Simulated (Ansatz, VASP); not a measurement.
**Zr in VASP and in Ansatz**

```
Zr
1.0
     3.23923    0.00000    0.00000
    -1.61962    2.80526    0.00000
     0.00000    0.00000    5.17222
Zr
2
Direct
  0.33333 0.66667 0.25000
  0.66667 0.33333 0.75000
```

Alike in both runs: task single point; functional PBE; k mesh 12 × 12 × 7; occupations fermi-dirac, width 0.05 eV; no spin polarisation.

|  | VASP | Ansatz |
| --- | --- | --- |
| version | VASP 6.6.1 | Ansatz 0.2.0 |
| potentials or method | VASP PAW PBE potentials, release 64 (Zr_sv), cutoff 520 eV | all-electron LAPW, scalar-relativistic |

Ansatz gave:

- pressure (GPa): -0.4
- traceless stress, the component that is largest in VASP (GPa): 0.20

Problem. What did VASP give for the same quantities?

Solution. Pressure (GPa): -0.4; traceless stress, the component that is largest in VASP (GPa): 0.19.

Ansatz ran all-electron here, and VASP with PAW potentials.
